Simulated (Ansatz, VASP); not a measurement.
This is a calculation of WC for VASP 6.6.1.

File INCAR:

```
SYSTEM = WC
AGGAC = 1.0 ; AGGAX = 1.0
ALDAC = 0.0 ; ALDAX = 1.0
ALGO = Normal ; EDIFF = 1E-6
EDIFFG = -0.01 ; ENCUT = 600
GGA = B5 ; IBRION = 2
ISIF = 3 ; ISMEAR = -1
LASPH = .TRUE. ; LCHARG = .FALSE.
LREAL = .FALSE. ; LWAVE = .FALSE.
NELM = 100 ; NSW = 60
PREC = Accurate ; SIGMA = 0.05
```

Contents of KPOINTS:

```
k-points
0
G
  10 10 6
  0 0 0
```

File POSCAR:

```
WC
1.0
    1.6403461100     -2.1180379000      0.0000000000
    1.6403461100      2.1180379000      0.0000000000
    0.0000000000      0.0000000000      4.3094211000
W C
1 1
Direct
    0.5000000000      0.5000000000      0.5000000000
    0.0000000000      0.0000000000      0.0000000000
```

Potentials or basis: VASP PAW PBE potentials, release 64 (W_sv, C).

Run with:

```console
$ cat potpaw_PBE.64/W_sv/POTCAR potpaw_PBE.64/C/POTCAR > POTCAR
$ mpirun -np 1 vasp_std > vasp.out
```

Question: Set up the same calculation for Ansatz 0.2.0. Potentials there: Ansatz PAW.

Answer: As run (the cutoff follows the program's own potentials):

File input.yaml:

```yaml
crystal:
  lattice:
    - [1.64034611, -2.1180379, 0.0]
    - [1.64034611, 2.1180379, 0.0]
    - [0.0, 0.0, 4.3094211]
  atoms:
    - { symbol: W, position: [0.5, 0.5, 0.5] }
    - { symbol: C, position: [0.0, 0.0, 0.0] }
hamiltonian:
  xc: blyp
  pseudopotentials: { kind: paw }
kpoints:
  mp_grid: { grid: [10, 10, 6] }
scf:
  occupations: { method: fermi_dirac, width: 0.05 }
output:
  forces: true
  stress: true
  eigenvalues: true
relax:
  f_tol: 0.01
  max_steps: 40
  cell: { stress_tol: 0.05 }
```

Potentials or basis: Ansatz PAW.

Run with:

```sh
$ ansatz run input.yaml --threads 2 --pin off --max-ram 5632MiB --backend cpu --events-out ev --progress --plain --runs-dir out
```

Both were run:

|  | VASP | Ansatz | Ansatz less VASP |
| --- | --- | --- | --- |
| gap on the k mesh at the Fermi level, each at its own relaxed structure (eV) | none | none | - |
| relaxed volume (Å³/atom) | 12.76 | 12.81 | +0.053 |
| relaxed length of the cell vector where the two differ most in proportion (Å) | 3.203 | 3.226 | +0.0230 |

VASP's potentials were made for PBE, not for BLYP. A gap of «none» marks a metal or a gap that the smearing closes.

Spin-orbit coupling is off throughout. Noted on Ansatz's run: the plane-wave basis is chosen anew once the cell has moved, so the energies of steps on either side of that aren't comparable.
